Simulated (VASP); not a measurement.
# RbAsPd3 (Pm-3m) in VASP: notebook

Runs on RbAsPd3. Level: PBE. Tasks: single point, relaxation of cell and atoms.

Program: VASP 6.6.1. These are calculated values, not measurements. Logs are shortened: lines on timing, memory, paths and dates and some standing lists are left out, and cuts for length are marked.

### Step 1. The cell of the first run

It takes space group Pm-3m (No. 221, cubic). The conventional cell has a = 4.649 Å, b = 4.649 Å, c = 4.649 Å, α = 90.00°, β = 90.00°, γ = 90.00°. Within 4.3 Å of Rb (site symmetry m-3m) lie 12 Pd at 3.29 Å and 8 As at 4.03 Å. Within 3.1 Å of As (site symmetry m-3m) lie 6 Pd at 2.32 Å. Within 3.1 Å of Pd (site symmetry 4/mmm) lie 2 As at 2.32 Å.

### Step 2. Single point, PBE

File INCAR:

```
ALGO = Normal
EDIFF = 1E-6
ENCUT = 520
GGA = PE
ISIF = 2
ISMEAR = 0
LASPH = True
LCHARG = False
LREAL = False
LWAVE = False
NBANDS = 30
NELM = 60
PREC = Accurate
SIGMA = 0.1
```

File KPOINTS:

```
k-points
0
Gamma
  4 4 4
```

File POSCAR:

```
RbAsPd3
1.0
    4.6494803800      0.0000000000      0.0000000000
    0.0000000000      4.6494803800      0.0000000000
    0.0000000000      0.0000000000      4.6494803800
Rb As Pd
1 1 3
Direct
    0.0000000000      0.0000000000      0.0000000000
    0.5000000000      0.5000000000      0.5000000000
    0.0000000000      0.5000000000      0.5000000000
    0.5000000000      0.0000000000      0.5000000000
    0.5000000000      0.5000000000      0.0000000000
```

Potentials or basis: VASP PAW PBE potentials, release 64 (Rb_sv, As, Pd).

The run is started by

```sh
cat potpaw_PBE.64/Rb_sv/POTCAR potpaw_PBE.64/As/POTCAR potpaw_PBE.64/Pd/POTCAR > POTCAR
mpirun -np 1 vasp_std > vasp.out
```

OUTCAR:

```text
EDIFF = 1E-6
   ENCUT = 520
   GGA = PE
   ISIF = 2
   ISMEAR = 0
   LASPH = True
   LREAL = False
   NELM = 60
   PREC = Accurate

 ion  position               nearest neighbor table
   1  0.000  0.000  0.000-   3 3.29   4 3.29   5 3.29   3 3.29   4 3.29   3 3.29   5 3.29   3 3.29
                             4 3.29   5 3.29   4 3.29   5 3.29   2 4.03   2 4.03   2 4.03   2 4.03
   2  0.500  0.500  0.500-   3 2.32   4 2.32   5 2.32   5 2.32   4 2.32   3 2.32   1 4.03   1 4.03
                             1 4.03   1 4.03   1 4.03   1 4.03   1 4.03   1 4.03
   3  0.000  0.500  0.500-   2 2.32   2 2.32   4 3.29   5 3.29   1 3.29   5 3.29   1 3.29   4 3.29
                             1 3.29   1 3.29   4 3.29   5 3.29   5 3.29   4 3.29
   4  0.500  0.000  0.500-   2 2.32   2 2.32   3 3.29   5 3.29   1 3.29   5 3.29   1 3.29   3 3.29
                             5 3.29   5 3.29   1 3.29   3 3.29   1 3.29   3 3.29
   5  0.500  0.500  0.000-   2 2.32   2 2.32   3 3.29   4 3.29   1 3.29   3 3.29   4 3.29   1 3.29
                             4 3.29   4 3.29   1 3.29   3 3.29   3 3.29   1 3.29

  LATTYP: Found a simple cubic cell.
 ALAT       =     4.6494803800

  Lattice vectors:

 A1 = (   4.6494803800,   0.0000000000,   0.0000000000)
 A2 = (   0.0000000000,   4.6494803800,   0.0000000000)
 A3 = (   0.0000000000,   0.0000000000,   4.6494803800)

Analysis of symmetry for initial positions (statically):
=====================================================================
 Subroutine PRICEL returns:
 Original cell was already a primitive cell.

 Routine SETGRP: Setting up the symmetry group for a
 simple cubic supercell.

 Subroutine GETGRP returns: Found 48 space group operations
 (whereof 48 operations were pure point group operations)
 out of a pool of 48 trial point group operations.

The static configuration has the point symmetry O_h .

Analysis of symmetry for dynamics (positions and initial velocities):
=====================================================================
 Subroutine PRICEL returns:
 Original cell was already a primitive cell.

 Routine SETGRP: Setting up the symmetry group for a
 simple cubic supercell.

 Subroutine GETGRP returns: Found 48 space group operations
 (whereof 48 operations were pure point group operations)
 out of a pool of 48 trial point group operations.

The dynamic configuration has the point symmetry O_h .

 Subroutine INISYM returns: Found 48 space group operations
 (whereof 48 operations are pure point group operations),
 and found     1 'primitive' translations

----------------------------------------------------------------------------------------

                                     Primitive cell

  volume of cell :     100.5109

  direct lattice vectors                    reciprocal lattice vectors
     4.649480380  0.000000000  0.000000000     0.215077798  0.000000000  0.000000000
     0.000000000  4.649480380  0.000000000     0.000000000  0.215077798  0.000000000
     0.000000000  0.000000000  4.649480380     0.000000000  0.000000000  0.215077798

  length of vectors
     4.649480380  4.649480380  4.649480380     0.215077798  0.215077798  0.215077798

  position of ions in fractional coordinates (direct lattice)
     0.000000000  0.000000000  0.000000000
     0.500000000  0.500000000  0.500000000
     0.000000000  0.500000000  0.500000000
     0.500000000  0.000000000  0.500000000
     0.500000000  0.500000000  0.000000000

  ion indices of the primitive-cell ions
   primitive index   ion index
                 1           1
                 2           2
                 3           3
                 4           4
                 5           5

----------------------------------------------------------------------------------------

 KPOINTS: k-points

Automatic generation of k-mesh.
 Grid dimensions read from file:
 generate k-points for:    4    4    4

 Generating k-lattice:

  Cartesian coordinates                     Fractional coordinates (reciprocal lattice)
     0.053769449  0.000000000  0.000000000     0.250000000  0.000000000  0.000000000
     0.000000000  0.053769449  0.000000000     0.000000000  0.250000000  0.000000000
     0.000000000  0.000000000  0.053769449     0.000000000  0.000000000  0.250000000

  Length of vectors
     0.053769449  0.053769449  0.053769449

  Shift w.r.t. Gamma in fractional coordinates (k-lattice)
     0.000000000  0.000000000  0.000000000

 Subroutine IBZKPT returns following result:
 ===========================================

 Found     10 irreducible k-points:

 Following reciprocal coordinates:
            Coordinates               Weight
  0.000000  0.000000  0.000000      1.000000
  0.250000  0.000000  0.000000      6.000000
  0.500000  0.000000  0.000000      3.000000
  0.250000  0.250000  0.000000     12.000000
  0.500000  0.250000  0.000000     12.000000
  0.500000  0.500000  0.000000      3.000000
  0.250000  0.250000  0.250000      8.000000
  0.500000  0.250000  0.250000     12.000000
  0.500000  0.500000  0.250000      6.000000
  0.500000  0.500000  0.500000      1.000000
   k-points           NKPTS =     10   k-points in BZ     NKDIM =     10   number of bands    NBANDS=     30
   number of dos      NEDOS =    301   number of ions     NIONS =      5
   total plane-waves  NPLWV =  46656
   dimension x,y,z NGX =    36 NGY =   36 NGZ =   36
   dimension x,y,z NGXF=    72 NGYF=   72 NGZF=   72
   ions per type =               1   1   3
   NGX,Y,Z   is equivalent  to a cutoff of  12.87, 12.87, 12.87 a.u.
   NGXF,Y,Z  is equivalent  to a cutoff of  25.74, 25.74, 25.74 a.u.
 SYSTEM =  unknown system
   PREC   = accura    normal or accurate (medium, high low for compatibility)
   ISTART =      0    job   : 0-new  1-cont  2-samecut
   ICHARG =      2    charge: 1-file 2-atom 10-const
   ISPIN  =      1    spin polarized calculation?
   LNONCOLLINEAR =      F non collinear calculations
   LSORBIT =      F    spin-orbit coupling
   LASPH  =      T    aspherical Exc in radial PAW
   ENCUT  =  520.0 eV  38.22 Ry    6.18 a.u.   8.64  8.64  8.64*2*pi/ulx,y,z
   NELM   =     60;   NELMIN=  2; NELMDL= -5     # of ELM steps
   EDIFF  = 0.1E-05   stopping-criterion for ELM
   LREAL  =      F    real-space projection
   EDIFFG = 0.1E-04   stopping-criterion for IOM
   NSW    =      0    number of steps for IOM
   IBRION =     -1    ionic relax: 0-MD 1-quasi-New 2-CG
   NFREE  =      0    steps in history (QN), initial steepest desc. (CG)
   ISIF   =      2    stress and relaxation
   ISYM   =      2    0-nonsym 1-usesym 2-fastsym
   POTIM  = 0.5000    time-step for ionic-motion
   TEBEG  =    0.0;   TEEND  =   0.0 temperature during run
   PSTRESS=    0.0 pullay stress
   NELECT =      44.0000    total number of electrons
   NUPDOWN=      -1.0000    fix difference up-down
   EMIN   =  10.00;   EMAX   =-10.00  energy-range for DOS
   EFERMI =   0.00;   METHOD = LEGACY
   ISMEAR =     0;   SIGMA  =   0.10  broadening in eV -4-tet -1-fermi 0-gaus
   EFERMI_NEDOS =   21; number of points for ismear=-14 and -15
   IALGO  =     38    algorithm
   IMIX   =      4    mixing-type and parameters
     AMIX     =   0.40;   BMIX     =  1.00
     AMIX_MAG =   1.60;   BMIX_MAG =  1.00
  volume/ion in A,a.u.               =      20.10       135.66
  Fermi-wavevector in a.u.,A,eV,Ry     =   1.243048  2.349020 21.023298  1.545169
  Thomas-Fermi vector in A             =   2.377376
   LORBIT       =      0    0 simple, 1 ext, 2 COOP (PROOUT), +10 PAW based schemes
   GGA     = PE    functional components
   LHFCALC =     F    Hartree Fock is set to
   AEXX    =    0.0000 exact exchange contribution
   IVDW    =     0    specifies the selected vdW correction
   LEPSILON=     F    determine dielectric tensor
   LRPA    =     F    only Hartree local field effects (RPA)
 non-spin polarized calculation
 Gauss-broadening in eV      SIGMA  =   0.10
  energy-cutoff  :      520.00
  volume of cell :      100.51
 maximum number of plane-waves:      2730
 NGX is ok and might be reduce to    36
   NGX = 17   NGY = 17   NGZ = 17

 number of electron      44.0000012 magnetization

 Free energy of the ion-electron system (eV)
  ---------------------------------------------------
  ext. energy  EPLUGINS =         0.00000000
  ---------------------------------------------------
  free energy    TOTEN  =       -21.04335028 eV

  energy without entropy =      -21.00962352  energy(sigma->0) =      -21.02648690

 E-fermi :   5.7025     XC(G=0): -10.8012

 val. band max:        5.6750337061   @ k =   0.2500   0.2500   0.0000
 cond. band min:       5.7519089572   @ k =   0.2500   0.2500   0.2500
 fundamental gap:      0.0768752511
 Fermi energy:         5.7025209906

 k-point     1 :       0.0000    0.0000    0.0000
  band No.  band energies     occupation
      1     -20.4439      2.00000
      2      -7.1803      2.00000
      3      -4.6756      2.00000
      4      -4.6756      2.00000
      5      -4.6756      2.00000
      6       1.8629      2.00000
[... 22 lines left out ...]
     29      13.3051      0.00000
     30      14.0434      0.00000

 k-point     2 :       0.2500    0.0000    0.0000
  band No.  band energies     occupation
      1     -20.4400      2.00000
      2      -6.9687      2.00000
      3      -4.7654      2.00000
      4      -4.6829      2.00000
      5      -4.6829      2.00000
      6       0.9190      2.00000
[... 22 lines left out ...]
     29      11.9919      0.00000
     30      12.8062      0.00000

 k-point     3 :       0.5000    0.0000    0.0000
  band No.  band energies     occupation
      1     -20.4360      2.00000
      2      -6.7342      2.00000
      3      -4.8244      2.00000
      4      -4.6901      2.00000
      5      -4.6901      2.00000
      6      -0.2290      2.00000
[... 220 lines left out ...]
     29      13.6379      0.00000
     30      14.2928      0.00000

 k-point    10 :       0.5000    0.5000    0.5000
  band No.  band energies     occupation
      1     -20.4269      2.00000
      2      -5.3926      2.00000
      3      -4.8047      2.00000
      4      -4.8047      2.00000
      5      -4.8047      2.00000
      6      -0.8588      2.00000
[... 22 lines left out ...]
     29      14.0307      0.00000
     30      14.6181      0.00000

------------------------ aborting loop because EDIFF is reached ----------------------------------------

  FORCE on cell =-STRESS in cart. coord.  units (eV):
  Direction    XX          YY          ZZ          XY          YZ          ZX
  --------------------------------------------------------------------------------------
  -------------------------------------------------------------------------------------
  Total        8.0598733      8.0598733      8.0598733     -0.0000000     -0.0000000      0.0000000
  in kB      128.4770453    128.4770453    128.4770453     -0.0000000     -0.0000000      0.0000000
  external PRESSURE =     128.4770453 kB  Pullay stress =       0.0000000 kB

 VOLUME and BASIS-vectors are now :
 -----------------------------------------------------------------------------
  energy-cutoff  :      520.00
  volume of cell :      100.51
      direct lattice vectors                 reciprocal lattice vectors
     4.649480380  0.000000000  0.000000000     0.215077798  0.000000000  0.000000000
     0.000000000  4.649480380  0.000000000     0.000000000  0.215077798  0.000000000
     0.000000000  0.000000000  4.649480380     0.000000000  0.000000000  0.215077798

 POSITION                                       TOTAL-FORCE (eV/Angst)
 -----------------------------------------------------------------------------------
      0.00000      0.00000      0.00000         0.000000      0.000000      0.000000
      2.32474      2.32474      2.32474         0.000000      0.000000      0.000000
      0.00000      2.32474      2.32474         0.000000      0.000000      0.000000
      2.32474      0.00000      2.32474         0.000000      0.000000      0.000000
      2.32474      2.32474      0.00000         0.000000      0.000000      0.000000
 -----------------------------------------------------------------------------------
    total drift:                                0.000000      0.000000      0.000000

  FREE ENERGIE OF THE ION-ELECTRON SYSTEM (eV)
  ---------------------------------------------------
  free  energy   TOTEN  =       -21.0433502756 eV

  energy  without entropy=      -21.0096235163  energy(sigma->0) =      -21.02648690
```

Run time: 16 s. Hardware: 1 thread of Intel Xeon Platinum 8488C (Sapphire Rapids), shared host; peak memory 0.21 GiB.

Results:

```
Free energy            : -21.0434 eV
Pressure               : 12.8 GPa
Band gap on the k mesh : zero (band 22 reaches 6.28 eV, above the bottom of band 23 at 4.59 eV)
```

Levels at points of the mesh, in eV from the Fermi level:
| k point | band 20 | band 21 | band 22 | band 23 | band 24 | band 25 |
| --- | --- | --- | --- | --- | --- | --- |
| (0.00, 0.00, 0.00) | -1.43 | -1.43 | -1.43 | -1.11 | 3.02 | 3.02 |
| (0.50, 0.00, 0.00) | -1.61 | -1.43 | -0.11 | -0.11 | 3.23 | 3.90 |
| (0.50, 0.50, 0.00) | -1.62 | -0.10 | -0.10 | 0.72 | 1.15 | 2.19 |
| (0.50, 0.50, 0.50) | -1.34 | 0.57 | 0.57 | 0.57 | 2.14 | 2.14 |

[end of part 1 of 2]
